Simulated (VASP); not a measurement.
# Sc3Al (Pm-3m) in VASP: density of states with PBEsol

Aim: the density of states of Sc3Al with PBEsol.

All numbers are computed with VASP 6.6.1; they aren't measurements. Logs are shortened: lines on timing, memory, paths and dates and some standing lists are left out, and cuts for length are marked.

### Step 1. The cell of the first run

The structure is cubic, space group Pm-3m (No. 221). Conventional cell: a = 4.432 Å, b = 4.432 Å, c = 4.432 Å, α = 90.00°, β = 90.00°, γ = 90.00°. Within 4.1 Å of Sc (site symmetry 4/mmm) lie 8 Sc at 3.13 Å and 4 Al at 3.13 Å. Al (site symmetry m-3m) has 12 Sc at 3.13 Å within 4.1 Å.

### Step 2. Density of states, PBEsol

File POSCAR:

```
Sc3Al
1.0
    4.4319878233      0.0000000000      0.0000000000
    0.0000000000      4.4319878233      0.0000000000
    0.0000000000      0.0000000000      4.4319878233
Sc Al
3 1
Direct
    0.5000000000      0.0000000000      0.5000000000
    0.0000000000      0.5000000000      0.5000000000
    0.5000000000      0.5000000000      0.0000000000
    0.0000000000      0.0000000000      0.0000000000
```

File INCAR.step1:

```
SYSTEM = Sc3Al
ALGO = Normal ; EDIFF = 1E-7
ENCUT = 520 ; GGA = PS
ISIF = 2 ; ISMEAR = 0
LASPH = .True. ; LCHARG = .True.
LMAXMIX = 4 ; LREAL = .False.
LWAVE = .False. ; NBANDS = 26
NELM = 100 ; PREC = Accurate
SIGMA = 0.05
```

File KPOINTS.step1:

```
k-points
0
Gamma
  8 8 8
  0 0 0
```

File INCAR.step2:

```
SYSTEM = Sc3Al
ALGO = Normal ; EDIFF = 1E-7
ENCUT = 520 ; GGA = PS
ICHARG = 11 ; ISIF = 2
ISMEAR = -5 ; LASPH = .True.
LCHARG = .False. ; LMAXMIX = 4
LORBIT = 10 ; LREAL = .False.
LWAVE = .False. ; NBANDS = 26
NEDOS = 1001 ; NELM = 100
PREC = Accurate ; SIGMA = 0.05
```

File KPOINTS.step2:

```
k-points
0
Gamma
  12 12 12
  0 0 0
```

Potentials or basis: VASP PAW PBE potentials, release 64 (Sc_sv, Al).

Run with:

```
cat potpaw_PBE.64/Sc_sv/POTCAR potpaw_PBE.64/Al/POTCAR > POTCAR
cp INCAR.step1 INCAR
cp KPOINTS.step1 KPOINTS
mpirun -np 1 vasp_std > vasp.out
cp INCAR.step2 INCAR
cp KPOINTS.step2 KPOINTS
mpirun -np 1 vasp_std > vasp.out
```

OUTCAR:

```text
SYSTEM = Sc3Al
   EDIFF = 1E-7
   ENCUT = 520
   GGA = PS
   ICHARG = 11
   ISIF = 2
   ISMEAR = -5
   LASPH = .True.
   LORBIT = 10
   LREAL = .False.
   NELM = 100
   PREC = Accurate

 ion  position               nearest neighbor table
   1  0.500  0.000  0.500-   2 3.13   3 3.13   4 3.13   3 3.13   4 3.13   2 3.13   3 3.13   3 3.13
                             2 3.13   4 3.13   4 3.13   2 3.13
   2  0.000  0.500  0.500-   1 3.13   3 3.13   4 3.13   3 3.13   4 3.13   1 3.13   4 3.13   4 3.13
                             1 3.13   3 3.13   3 3.13   1 3.13
   3  0.500  0.500  0.000-   1 3.13   2 3.13   4 3.13   1 3.13   2 3.13   1 3.13   4 3.13   1 3.13
                             2 3.13   4 3.13   2 3.13   4 3.13
   4  0.000  0.000  0.000-   1 3.13   2 3.13   3 3.13   1 3.13   2 3.13   2 3.13   3 3.13   2 3.13
                             1 3.13   3 3.13   1 3.13   3 3.13

  LATTYP: Found a simple cubic cell.
 ALAT       =     4.4319878233

  Lattice vectors:

 A1 = (   4.4319878233,   0.0000000000,   0.0000000000)
 A2 = (   0.0000000000,   4.4319878233,   0.0000000000)
 A3 = (   0.0000000000,   0.0000000000,   4.4319878233)

Analysis of symmetry for initial positions (statically):
=====================================================================
 Subroutine PRICEL returns:
 Original cell was already a primitive cell.

 Routine SETGRP: Setting up the symmetry group for a
 simple cubic supercell.

 Subroutine GETGRP returns: Found 48 space group operations
 (whereof 48 operations were pure point group operations)
 out of a pool of 48 trial point group operations.

The static configuration has the point symmetry O_h .

Analysis of symmetry for dynamics (positions and initial velocities):
=====================================================================
 Subroutine PRICEL returns:
 Original cell was already a primitive cell.

 Routine SETGRP: Setting up the symmetry group for a
 simple cubic supercell.

 Subroutine GETGRP returns: Found 48 space group operations
 (whereof 48 operations were pure point group operations)
 out of a pool of 48 trial point group operations.

The dynamic configuration has the point symmetry O_h .

 Subroutine INISYM returns: Found 48 space group operations
 (whereof 48 operations are pure point group operations),
 and found     1 'primitive' translations

----------------------------------------------------------------------------------------

                                     Primitive cell

[... 105 lines left out ...]
   TEBEG  =    0.0;   TEEND  =   0.0 temperature during run
   PSTRESS=    0.0 pullay stress
   NELECT =      36.0000    total number of electrons
   NUPDOWN=      -1.0000    fix difference up-down
   EMIN   =  10.00;   EMAX   =-10.00  energy-range for DOS
   EFERMI =   0.00;   METHOD = LEGACY
   ISMEAR =    -5;   SIGMA  =   0.05  broadening in eV -4-tet -1-fermi 0-gaus
   EFERMI_NEDOS =   21; number of points for ismear=-14 and -15
   IALGO  =     38    algorithm
   IMIX   =      4    mixing-type and parameters
     AMIX     =   0.40;   BMIX     =  1.00
     AMIX_MAG =   1.60;   BMIX_MAG =  1.00
  volume/ion in A,a.u.               =      21.76       146.87
  Fermi-wavevector in a.u.,A,eV,Ry     =   1.219674  2.304850 20.240091  1.487605
  Thomas-Fermi vector in A             =   2.354918
   LORBIT       =     10    0 simple, 1 ext, 2 COOP (PROOUT), +10 PAW based schemes
   GGA     = PS    functional components
   LHFCALC =     F    Hartree Fock is set to
   AEXX    =    0.0000 exact exchange contribution
   IVDW    =     0    specifies the selected vdW correction
   LEPSILON=     F    determine dielectric tensor
   LRPA    =     F    only Hartree local field effects (RPA)
 non-spin polarized calculation
 Fermi weights with tetrahedron method with Bloechl corrections
  energy-cutoff  :      520.00
  volume of cell :       87.06
 maximum number of plane-waves:      2367
 NGX is ok and might be reduce to    36

 number of electron      35.9999990 magnetization

 Free energy of the ion-electron system (eV)
  ---------------------------------------------------
  ext. energy  EPLUGINS =         0.00000000
  ---------------------------------------------------
  free energy    TOTEN  =       -24.91766434 eV

  energy without entropy =      -24.91766434  energy(sigma->0) =      -24.91766434

 E-fermi :   4.5981     XC(G=0): -10.2003

 val. band max:        4.5976309992   @ k =   0.2500   0.1667   0.0000
 cond. band min:       4.5921539680   @ k =   0.3333   0.0833   0.0833
 fundamental gap:     -0.0054770313
 Fermi energy:         4.5980897997

 k-point     1 :       0.0000    0.0000    0.0000
  band No.  band energies     occupation
      1     -44.6332      2.00000
      2     -44.5328      2.00000
      3     -44.5328      2.00000
      4     -23.5274      2.00000
      5     -23.5274      2.00000
      6     -23.5274      2.00000
[... 685 lines left out ...]
     25       7.1813      0.00000
     26       7.2003      0.00000

 [... further k-points ...]

------------------------ aborting loop because EDIFF is reached ----------------------------------------

  FORCE on cell =-STRESS in cart. coord.  units (eV):
  Direction    XX          YY          ZZ          XY          YZ          ZX
  --------------------------------------------------------------------------------------
  -------------------------------------------------------------------------------------
  Total       -1.3218049     -1.3218049     -1.3218049      0.0000000      0.0000000     -0.0000000
  in kB      -24.3266469    -24.3266469    -24.3266469      0.0000000      0.0000000     -0.0000000
  external PRESSURE =     -24.3266469 kB  Pullay stress =       0.0000000 kB

 VOLUME and BASIS-vectors are now :
 -----------------------------------------------------------------------------
  energy-cutoff  :      520.00
  volume of cell :       87.06
      direct lattice vectors                 reciprocal lattice vectors
     4.431987823  0.000000000  0.000000000     0.225632389  0.000000000  0.000000000
     0.000000000  4.431987823  0.000000000     0.000000000  0.225632389  0.000000000
     0.000000000  0.000000000  4.431987823     0.000000000  0.000000000  0.225632389

 POSITION                                       TOTAL-FORCE (eV/Angst)
 -----------------------------------------------------------------------------------
      2.21599      0.00000      2.21599         0.000000      0.000000      0.000000
      0.00000      2.21599      2.21599         0.000000      0.000000      0.000000
      2.21599      2.21599      0.00000         0.000000      0.000000      0.000000
      0.00000      0.00000      0.00000         0.000000      0.000000      0.000000
 -----------------------------------------------------------------------------------
    total drift:                                0.000000      0.000000      0.000000

  FREE ENERGIE OF THE ION-ELECTRON SYSTEM (eV)
  ---------------------------------------------------
  free  energy   TOTEN  =       -24.9176643445 eV

  energy  without entropy=      -24.9176643445  energy(sigma->0) =      -24.91766434

 total charge

# of ion       s       p       d       tot
------------------------------------------
    1        2.266   6.109   1.070   9.445
    2        2.266   6.109   1.070   9.445
    3        2.266   6.109   1.070   9.445
    4        0.412   0.372   0.000   0.784
--------------------------------------------------
tot          7.210  18.699   3.211  29.120
```

OUTCAR.step1:

```text
SYSTEM = Sc3Al
   EDIFF = 1E-7
   ENCUT = 520
   GGA = PS
   ISIF = 2
[... 930 lines left out ...]
      2.21599      0.00000      2.21599         0.000000      0.000000      0.000000
      0.00000      2.21599      2.21599         0.000000      0.000000      0.000000
      2.21599      2.21599      0.00000         0.000000      0.000000      0.000000
      0.00000      0.00000      0.00000         0.000000      0.000000      0.000000
 -----------------------------------------------------------------------------------
    total drift:                                0.000000      0.000000      0.000000

  FREE ENERGIE OF THE ION-ELECTRON SYSTEM (eV)
  ---------------------------------------------------
  free  energy   TOTEN  =       -24.9127672217 eV

  energy  without entropy=      -24.9047733184  energy(sigma->0) =      -24.90877027
```

OSZICAR.step1:

```text
N       E                     dE             d eps       ncg     rms          rms(c)
DAV:   1     0.630306725245E+03    0.63031E+03   -0.16146E+04  1860   0.139E+03
DAV:   2     0.112239370465E+02   -0.61908E+03   -0.60976E+03  2372   0.628E+02
DAV:   3    -0.267010887280E+02   -0.37925E+02   -0.37236E+02  3014   0.200E+02
DAV:   4    -0.279217617971E+02   -0.12207E+01   -0.12042E+01  3064   0.350E+01
DAV:   5    -0.279516909897E+02   -0.29929E-01   -0.29879E-01  3088   0.673E+00    0.110E+01
DAV:   6    -0.250935750775E+02    0.28581E+01   -0.10679E+01  2698   0.259E+01    0.310E+00
DAV:   7    -0.249496988769E+02    0.14388E+00   -0.61545E-01  2888   0.644E+00    0.116E+00
DAV:   8    -0.249158612688E+02    0.33838E-01   -0.51124E-02  2764   0.137E+00    0.404E-01
DAV:   9    -0.249129884995E+02    0.28728E-02   -0.13959E-02  3064   0.918E-01    0.171E-01
DAV:  10    -0.249127619153E+02    0.22658E-03   -0.14433E-03  3030   0.402E-01    0.455E-02
DAV:  11    -0.249127720882E+02   -0.10173E-04   -0.35879E-05  3016   0.685E-02    0.333E-02
DAV:  12    -0.249127676026E+02    0.44856E-05   -0.79415E-06  3054   0.250E-02    0.449E-03
DAV:  13    -0.249127672230E+02    0.37963E-06   -0.31982E-06  2792   0.138E-02    0.982E-04
DAV:  14    -0.249127672217E+02    0.13397E-08   -0.25243E-07  2278   0.399E-03
   1 F= -.24912767E+02 E0= -.24908770E+02  d E =-.799390E-02
```

Run time: 6.1 min. Hardware: 1 thread of Intel Xeon 8259CL, shared host; peak memory 0.3 GiB.

Results:

```
Valence electrons inside the program's atomic spheres : Sc 9.45; Al 0.78
```

Caveat: the PAW data sets were made with another functional, which shifts forces and pressure a little; tetrahedron occupations give inexact forces and stress in metals.
